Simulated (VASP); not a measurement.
# SiC (P6_3/mmc) in VASP: further runs

Aim: see how the results for SiC move with the level of theory and the settings. Levels: PBE, r2SCAN. Tasks: relaxation of cell and atoms.

Program: VASP 6.6.1. These are calculated values, not measurements. Logs are shortened: lines on timing, memory, paths and dates and some standing lists are left out, and cuts for length are marked.

### Step 1. The cell of the first run

Symmetry: P6_3/mmc, No. 194, hexagonal system. The conventional cell has a = 2.733 Å, b = 2.733 Å, c = 4.455 Å, α = 90.00°, β = 90.00°, γ = 120.00°. Within 2.6 Å of Si (site symmetry -3m) lie 6 C at 1.93 Å and 2 Si at 2.23 Å. C (site symmetry -6m2) has 6 Si at 1.93 Å within 2.6 Å.

### Step 2. Relaxation of cell and atoms, PBE

Contents of INCAR:

```
SYSTEM = SiC
PREC = Accurate
ENCUT = 600
EDIFF = 1E-6
ISMEAR = -1
SIGMA = 0.02
LREAL = .False.
LASPH = .True.
NELM = 60
ALGO = Normal
ISIF = 3
LWAVE = .False.
LCHARG = .False.
GGA = PE
IBRION = 2
NSW = 80
EDIFFG = -0.005
```

Contents of KPOINTS:

```
regular mesh
0
Gamma
  12 12 6
  0 0 0
```

Contents of POSCAR:

```
SiC
1.0
    2.7330100500      0.0000000000      0.0000000000
   -1.3665050250      2.3668561321      0.0000000000
    0.0000000000      0.0000000000      4.4548063815
Si C
2 2
Direct
    0.0000000000      0.0000000000      0.0000000000
    0.0000000000      0.0000000000      0.5000000000
    0.3333333333      0.6666666667      0.2500000000
    0.6666666667      0.3333333333      0.7500000000
```

Potentials or basis: VASP PAW PBE potentials, release 64 (Si, C).

On the command line:

```
$ cat potpaw_PBE.64/Si/POTCAR potpaw_PBE.64/C/POTCAR > POTCAR
$ mpirun -np 1 vasp_std > vasp.out
```

OUTCAR:

```text
SYSTEM = SiC
   PREC = Accurate
   ENCUT = 600
   EDIFF = 1E-6
   ISMEAR = -1
   LREAL = .False.
   LASPH = .True.
   NELM = 60
   ISIF = 3
   GGA = PE
   IBRION = 2
   NSW = 80
   EDIFFG = -0.005

 ion  position               nearest neighbor table
   1  0.000  0.000  0.000-   3 1.93   4 1.93   4 1.93   3 1.93   4 1.93   3 1.93   2 2.23   2 2.23

   2  0.000  0.000  0.500-   3 1.93   4 1.93   4 1.93   3 1.93   4 1.93   3 1.93   1 2.23   1 2.23

   3  0.333  0.667  0.250-   1 1.93   2 1.93   1 1.93   2 1.93   1 1.93   2 1.93
   4  0.667  0.333  0.750-   1 1.93   2 1.93   1 1.93   2 1.93   1 1.93   2 1.93

  LATTYP: Found a hexagonal cell.
 ALAT       =     2.7330100500
 C/A-ratio  =     1.6300000000

  Lattice vectors:

 A1 = (   2.7330100500,   0.0000000000,   0.0000000000)
 A2 = (  -1.3665050250,   2.3668561321,   0.0000000000)
 A3 = (   0.0000000000,   0.0000000000,   4.4548063815)

Analysis of symmetry for initial positions (statically):
=====================================================================
 Subroutine PRICEL returns:
 Original cell was already a primitive cell.

 Routine SETGRP: Setting up the symmetry group for a
 hexagonal supercell.

 Subroutine GETGRP returns: Found 24 space group operations
 (whereof 12 operations were pure point group operations)
 out of a pool of 24 trial point group operations.

The static configuration has the point symmetry D_3d.
 The point group associated with its full space group is D_6h.

Analysis of symmetry for dynamics (positions and initial velocities):
=====================================================================
 Subroutine PRICEL returns:
 Original cell was already a primitive cell.

 Routine SETGRP: Setting up the symmetry group for a
 hexagonal supercell.

 Subroutine GETGRP returns: Found 24 space group operations
 (whereof 12 operations were pure point group operations)
 out of a pool of 24 trial point group operations.

The dynamic configuration has the point symmetry D_3d.
 The point group associated with its full space group is D_6h.

 Subroutine INISYM returns: Found 24 space group operations
 (whereof 12 operations are pure point group operations),
 and found     1 'primitive' translations

----------------------------------------------------------------------------------------

                                     Primitive cell

  volume of cell :      28.8165

  direct lattice vectors                    reciprocal lattice vectors
     2.733010050  0.000000000  0.000000000     0.365896935  0.211250694  0.000000000
    -1.366505025  2.366856132  0.000000000     0.000000000  0.422501388  0.000000000
[... 104 lines left out ...]
   ISMEAR =    -1;   SIGMA  =   0.02  broadening in eV -4-tet -1-fermi 0-gaus
   EFERMI_NEDOS =   21; number of points for ismear=-14 and -15
   IALGO  =     38    algorithm
   IMIX   =      4    mixing-type and parameters
     AMIX     =   0.40;   BMIX     =  1.00
     AMIX_MAG =   1.60;   BMIX_MAG =  1.00
  volume/ion in A,a.u.               =       7.20        48.62
  Fermi-wavevector in a.u.,A,eV,Ry     =   1.345553  2.542727 24.633528  1.810513
  Thomas-Fermi vector in A             =   2.473457
   LORBIT       =      0    0 simple, 1 ext, 2 COOP (PROOUT), +10 PAW based schemes
   GGA     = PE    functional components
   LHFCALC =     F    Hartree Fock is set to
   AEXX    =    0.0000 exact exchange contribution
   IVDW    =     0    specifies the selected vdW correction
   LEPSILON=     F    determine dielectric tensor
   LRPA    =     F    only Hartree local field effects (RPA)
 conjugate gradient relaxation of ions
 non-spin polarized calculation
  energy-cutoff  :      600.00
  volume of cell :       28.82
 maximum number of plane-waves:       990
 NGX is ok and might be reduce to    24
   NGX = 11   NGY = 11   NGZ = 17

--------------------------------------- Ionic step        1  -------------------------------------------

 number of electron      16.0000002 magnetization

 Free energy of the ion-electron system (eV)
  ---------------------------------------------------
  ext. energy  EPLUGINS =         0.00000000
  ---------------------------------------------------
  free energy    TOTEN  =       -26.15606103 eV

  energy without entropy =      -26.15565778  energy(sigma->0) =      -26.15585941

------------------------ aborting loop because EDIFF is reached ----------------------------------------

  FORCE on cell =-STRESS in cart. coord.  units (eV):
  Direction    XX          YY          ZZ          XY          YZ          ZX
  --------------------------------------------------------------------------------------
  -------------------------------------------------------------------------------------
  Total        8.8591691      8.8591691     13.5416083      0.0000000      0.0000000     -0.0000000
  in kB      492.5628474    492.5628474    752.9027917      0.0000000      0.0000000     -0.0000000
  external PRESSURE =     579.3428288 kB  Pullay stress =       0.0000000 kB
[... 25 lines left out ...]
--------------------------------------- Ionic step        2  -------------------------------------------

 number of electron      15.9999999 magnetization

 E-fermi :   9.1060     XC(G=0): -11.7222

 val. band max:        9.0914044188   @ k =   0.2500  -0.0000   0.1667
 cond. band min:       9.1360353357   @ k =   0.0000   0.0000   0.3333
 fundamental gap:      0.0446309168
 Fermi energy:         9.1059501386

 k-point     1 :       0.0000    0.0000    0.0000
  band No.  band energies     occupation
      1      -6.9147      2.00000
      2      -2.8750      2.00000
      3      -1.0505      2.00000
      4       8.8507      1.99999
      5       9.0447      1.91059
      6       9.0447      1.91059
      7       9.2246      0.00530
      8       9.2246      0.00530
      9      12.7935      0.00000
     10      13.9794      0.00000
     11      15.3686      0.00000
     12      16.4798      0.00000
[... 534 lines left out ...]
--------------------------------------- Ionic step        7  -------------------------------------------

 number of electron      16.0000000 magnetization

 Free energy of the ion-electron system (eV)
  ---------------------------------------------------
  ext. energy  EPLUGINS =         0.00000000
  ---------------------------------------------------
  free energy    TOTEN  =       -26.97437350 eV

  energy without entropy =      -26.97346662  energy(sigma->0) =      -26.97392006

 E-fermi :  11.8306     XC(G=0): -12.5551

 val. band max:       11.8031197779   @ k =   0.0833  -0.0000   0.1667
 cond. band min:      11.8708641790   @ k =   0.2500   0.2500   0.0000
 fundamental gap:      0.0677444012
 Fermi energy:        11.8305553270

 k-point     1 :       0.0000    0.0000    0.0000
  band No.  band energies     occupation
      1      -6.2720      2.00000
      2      -1.3760      2.00000
      3       0.5594      2.00000
      4      11.1192      2.00000
      5      11.1192      2.00000
      6      11.6208      1.99994
      7      11.6208      1.99994
      8      12.0025      0.00037
      9      17.2134      0.00000
     10      17.5426      0.00000
     11      19.3189      0.00000
     12      19.9496      0.00000
[... 376 lines left out ...]
  FREE ENERGIE OF THE ION-ELECTRON SYSTEM (eV)
  ---------------------------------------------------
  free  energy   TOTEN  =       -26.9743734965 eV

  energy  without entropy=      -26.9734666237  energy(sigma->0) =      -26.97392006

 reached required accuracy - stopping structural energy minimisation
```

OSZICAR:

```text
N       E                     dE             d eps       ncg     rms          rms(c)
DAV:   1     0.438657343033E+02    0.43866E+02   -0.86424E+03  1848   0.136E+03
DAV:   2    -0.265073274782E+02   -0.70373E+02   -0.64425E+02  2632   0.212E+02
[... 51 lines left out ...]
   6 F= -.26973998E+02 E0= -.26973581E+02  d E =-.320822E-02
       N       E                     dE             d eps       ncg     rms          rms(c)
DAV:   1    -0.269744058519E+02   -0.40759E-03   -0.65085E-03  2256   0.770E-01    0.455E-02
DAV:   2    -0.269743897229E+02    0.16129E-04   -0.16259E-04  2076   0.109E-01    0.276E-02
DAV:   3    -0.269743732627E+02    0.16460E-04   -0.19604E-05  2208   0.344E-02    0.396E-03
DAV:   4    -0.269743734965E+02   -0.23381E-06   -0.55951E-07  1260   0.680E-03
   7 F= -.26974373E+02 E0= -.26973920E+02  d E =-.358418E-02
```

It took 2 min on 1 thread of Intel Xeon 8259CL, shared host; peak memory 0.17 GiB.

What came out:

- Free energy: -26.9744 eV
- Relaxed volume: 8.47 Å³/atom
- Relaxed cell: a = 2.871 Å, b = 2.871 Å, c = 4.747 Å, α = 90.00°, β = 90.00°, γ = 120.00°
- Space group after relaxing (to 0.1 Å): P6_3/mmc (No. 194)
- Energy gained by relaxing: 204.6 meV/atom
- Ionic steps: 7
- Pressure after relaxing: 0.0 GPa
- Band gap on the k mesh: zero (bands 8 and 9 overlap by 1.57 eV)

Step by step:
| step | energy change (eV) | largest force (eV/Å) | pressure (GPa) | volume (Å³) |
| --- | --- | --- | --- | --- |
| 1 | 0.0000 | 0.0000 | 57.93 | 28.82 |
| 2 | 0.0594 | 0.0000 | -30.75 | 41.07 |
| 3 | -0.8136 | 0.0000 | -1.06 | 34.06 |
| 4 | -0.8147 | 0.0000 | 0.08 | 33.88 |
| 5 | -0.8147 | 0.0000 | 0.81 | 33.78 |
| 6 | -0.8179 | 0.0000 | -0.21 | 33.92 |
| 7 | -0.8183 | 0.0000 | 0.00 | 33.89 |

Final structure:
```yaml
crystal:
  lattice:
    - [2.87108, 0.00000, 0.00000]
    - [-1.43554, 2.48643, 0.00000]
    - [0.00000, 0.00000, 4.74707]
  atoms:
    - { symbol: Si, position: [0.00000, 0.00000, 0.00000] }
    - { symbol: Si, position: [0.00000, 0.00000, 0.50000] }
    - { symbol: C, position: [0.33333, 0.66667, 0.25000] }
    - { symbol: C, position: [0.66667, 0.33333, 0.75000] }
```

Caveat: the volume moved by over 15 % at a fixed basis, so the end points are rough.

### Step 3. Relaxation of cell and atoms, r2SCAN

This run uses another cell than the first one, of 8.47 Å³/atom.

Contents of POSCAR:

```
SiC
1.0
    2.8705035070      0.0000000000      0.0000000000
   -1.4352517535      2.4859289587      0.0000000000
    0.0000000000      0.0000000000      4.7477778643
Si C
2 2
Direct
    0.0000000000      0.0000000000      0.0000000000
    0.0000000000      0.0000000000      0.5000000000
    0.3333333333      0.6666666667      0.2500000000
    0.6666666667      0.3333333333      0.7500000000
```

Contents of INCAR.step1:

```
SYSTEM = SiC
PREC     = Accurate       ! precision mode
ENCUT    = 600            ! plane-wave cutoff, eV
ISMEAR   = -1             ! smearing method
SIGMA    = 0.02           ! smearing width, eV
LREAL    = .False.        ! projectors in reciprocal space
LASPH    = .True.         ! aspherical terms in the spheres
NELM     = 80             ! most SCF steps
GGA      = PE             ! functional
ALGO     = Normal         ! electronic algorithm
EDIFF    = 1E-4           ! SCF threshold, eV
LWAVE    = .True.         ! write WAVECAR
LCHARG   = .False.        ! write CHGCAR
```

Contents of INCAR.step2:

```
SYSTEM = SiC
PREC     = Accurate       ! precision mode
ENCUT    = 600            ! plane-wave cutoff, eV
EDIFF    = 1E-6           ! SCF threshold, eV
ISMEAR   = -1             ! smearing method
SIGMA    = 0.02           ! smearing width, eV
LREAL    = .False.        ! projectors in reciprocal space
LASPH    = .True.         ! aspherical terms in the spheres
NELM     = 80             ! most SCF steps
ALGO     = Normal         ! electronic algorithm
ISIF     = 3              ! what is computed and relaxed
LWAVE    = .False.        ! write WAVECAR
LCHARG   = .False.        ! write CHGCAR
METAGGA  = R2SCAN         ! meta-GGA
LMIXTAU  = .True.       
IBRION   = 2              ! ionic algorithm
NSW      = 80             ! ionic steps
EDIFFG   = -0.005         ! ionic threshold
ISTART   = 1
```

KPOINTS is that of step 2.

Potentials or basis: VASP PAW PBE potentials, release 64 (Si, C).

On the command line:

```
$ cat potpaw_PBE.64/Si/POTCAR potpaw_PBE.64/C/POTCAR > POTCAR
$ cp INCAR.step1 INCAR
$ mpirun -np 1 vasp_std > vasp.out
$ cp INCAR.step2 INCAR
$ mpirun -np 1 vasp_std > vasp.out
```

It took 10 min on 1 thread of Intel Xeon 8259CL, shared host; peak memory 0.19 GiB.

It converged, with:

- Free energy: -35.2187 eV
- Relaxed volume: 8.31 Å³/atom
- Relaxed cell: a = 2.857 Å, b = 2.857 Å, c = 4.701 Å, α = 90.00°, β = 90.00°, γ = 120.00°
- Space group after relaxing (to 0.1 Å): P6_3/mmc (No. 194)
- Energy gained by relaxing: 3.2 meV/atom
- Ionic steps: 8
- Pressure after relaxing: 0.0 GPa
- Band gap on the k mesh: zero (bands 8 and 9 overlap by 1.21 eV)

Step by step:
| step | energy change (eV) | largest force (eV/Å) | pressure (GPa) | volume (Å³) |
| --- | --- | --- | --- | --- |
| 1 | 0.0000 | 0.0000 | -5.37 | 33.88 |
| 2 | 0.0058 | 0.0000 | 6.52 | 32.50 |
| 3 | -0.0129 | 0.0000 | -0.14 | 33.25 |
| 4 | -0.0129 | 0.0000 | -0.04 | 33.24 |
| 5 | -0.0129 | 0.0000 | 0.17 | 33.21 |
| 6 | -0.0129 | 0.0000 | 0.13 | 33.22 |
| 7 | -0.0129 | 0.0000 | -0.10 | 33.24 |
| 8 | -0.0129 | 0.0000 | -0.01 | 33.23 |

Final structure:
```xyz
4
Lattice="2.8571 0.0000 0.0000 -1.4285 2.4743 0.0000 0.0000 0.0000 4.7008" Properties=species:S:1:pos:R:3 pbc="T T T"
Si    0.0000    0.0000    0.0000
Si    0.0000    0.0000    2.3504
C     0.0000    1.6495    1.1752
C     1.4285    0.8248    3.5256
```

Levels at points of the mesh, in eV from the Fermi level:
```
           k point  band 5  band 6  band 7  band 8  band 9  band 10  band 11  band 12
(0.00, 0.00, 0.00)   -0.87   -0.24   -0.24    0.28    5.74     6.18     8.44     8.77
(0.50, 0.00, 0.00)   -7.13   -5.22   -4.28   -0.99    2.36     3.61     5.97     6.25
(0.00, 0.00, 0.50)   -0.47   -0.47   -0.47   -0.47    6.17     6.17     7.53     7.53
(0.50, 0.00, 0.50)   -3.15   -3.15   -3.04   -3.04    3.11     3.11     4.79     4.79
```

Caveat: the PAW data sets were made with another functional, which shifts forces and pressure a little.
